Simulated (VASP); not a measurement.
The system is CO2.

```
CELL_PARAMETERS angstrom
5.65550 0.00000 0.00000
0.00000 5.65550 0.00000
0.00000 0.00000 5.65550
ATOMIC_POSITIONS crystal
C 0.00000 0.00000 0.00000
C 0.50000 0.00000 0.50000
C 0.50000 0.50000 0.00000
C 0.00000 0.50000 0.50000
O 0.11812 0.11812 0.11812
O 0.38188 0.88188 0.61812
O 0.61812 0.38188 0.88188
O 0.88188 0.61812 0.38188
O 0.88188 0.88188 0.88188
O 0.61812 0.11812 0.38188
O 0.38188 0.61812 0.11812
O 0.11812 0.38188 0.61812
```

This cell differs from its parent crystal: volume scaled by 0.97.

| Item | Value |
| --- | --- |
| Program | VASP 6.6.1 |
| Task | relaxation of the atoms |
| Functional | PBE |
| Dispersion | D3(BJ) |
| Potentials or basis | VASP PAW PBE potentials, release 64 (C, O) |
| Cutoff | 520 eV |
| k mesh | 4 × 4 × 4 |
| Occupations | gaussian, width 0.02 eV |
| Spin | no spin polarisation |

At the start: pressure 5.2 GPa; volume 15.07 Å³/atom.

Task: How do energy, volume and symmetry change on relaxing?

Result: Over 14 steps the energy falls by 11.1 meV/atom; space group Pa-3 (No. 205, to 0.05 Å).

Step by step:
| step | energy change (eV) | largest force (eV/Å) | pressure (GPa) |
| --- | --- | --- | --- |
| 1 | 0.0000 | 1.9345 | 5.17 |
| 2 | 1.8624 | 6.0242 | -17.26 |
| 3 | -0.1332 | 0.0237 | -0.04 |
| 4 | -0.1333 | 0.0151 | 0.05 |
| 5 | -0.1333 | 0.0138 | 0.05 |
| 6 | -0.1333 | 0.0125 | 0.04 |
| 7 | -0.1333 | 0.0125 | 0.05 |
| 8 | -0.1333 | 0.0124 | 0.05 |
| 9 | -0.1333 | 0.0124 | 0.04 |
| 10 | -0.1333 | 0.0123 | 0.04 |
| 11 | -0.1333 | 0.0121 | 0.04 |
| 12 | -0.1333 | 0.0116 | 0.04 |
| 13 | -0.1333 | 0.0107 | 0.04 |
| 14 | -0.1333 | 0.0096 | 0.04 |

Final structure:
```yaml
crystal:
  lattice:
    - [5.65550, 0.00000, 0.00000]
    - [0.00000, 5.65550, 0.00000]
    - [0.00000, 0.00000, 5.65550]
  atoms:
    - { symbol: C, position: [0.00000, 0.00000, 0.00000] }
    - { symbol: C, position: [0.50000, 0.00000, 0.50000] }
    - { symbol: C, position: [0.50000, 0.50000, 0.00000] }
    - { symbol: C, position: [0.00000, 0.50000, 0.50000] }
    - { symbol: O, position: [0.11991, 0.11991, 0.11991] }
    - { symbol: O, position: [0.38009, 0.88009, 0.61991] }
    - { symbol: O, position: [0.61991, 0.38009, 0.88009] }
    - { symbol: O, position: [0.88009, 0.61991, 0.38009] }
    - { symbol: O, position: [0.88009, 0.88009, 0.88009] }
    - { symbol: O, position: [0.61991, 0.11991, 0.38009] }
    - { symbol: O, position: [0.38009, 0.61991, 0.11991] }
    - { symbol: O, position: [0.11991, 0.38009, 0.61991] }
```

Caveat: the cell differs from its parent crystal (volume scaled by 0.97).
